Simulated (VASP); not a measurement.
NaCl: single point with PBEsol

The system is NaCl.

```
Na Cl
1.0
     0.12389    2.83175    2.83175
     2.95564    0.00000    2.95564
     2.83175    2.83175    0.12389
Na Cl
1 1
Direct
  0.00000 0.00000 0.00000
  0.50000 0.50000 0.50000
```

This cell differs from its parent crystal: strain +0.0875 x Voigt [0, 0, 0, 0, 1, 0].

```
Program             : VASP 6.6.1
Task                : single point
Functional          : PBEsol
Potentials or basis : VASP PAW PBE potentials, release 64 (Na_pv, Cl)
Cutoff              : 520 eV
k mesh              : 8 × 8 × 8
Occupations         : gaussian, width 0.05 eV
Spin                : no spin polarisation
```

The pressure is -0.8 GPa and the band gap on the k mesh is 4.68 eV, direct.

Stress tensor (GPa, compression positive):
```
-0.70  0.00 -1.06
 0.00 -0.85  0.00
-1.06  0.00 -0.70
```

Levels at points of the mesh, in eV from the valence-band top:
```
           k point  band 5  band 6  band 7  band 8  band 9  band 10
(0.00, 0.00, 0.00)   -0.32   -0.19    0.00    4.68   10.22    10.85
(0.50, 0.00, 0.00)   -2.08   -0.58   -0.46    6.78   10.17    10.51
(0.00, 0.50, 0.00)   -2.16   -0.43   -0.25    6.97    9.90    10.65
(0.50, 0.50, 0.00)   -1.86   -0.78   -0.77    7.22    7.73    10.79
(0.50, 0.00, 0.50)   -1.85   -1.00   -0.52    7.00    7.97    10.86
```

Run time: 32 s on 1 thread of Intel(R) Xeon(R) Platinum 8559C (Emerald Rapids), with other jobs on the host, peak memory 0.2 GiB.

Caveat: the cell differs from its parent crystal (strain +0.0875 x Voigt [0, 0, 0, 0, 1, 0]); the PAW data sets were made with another functional, which shifts forces and pressure a little. A k mesh can miss the band edges.
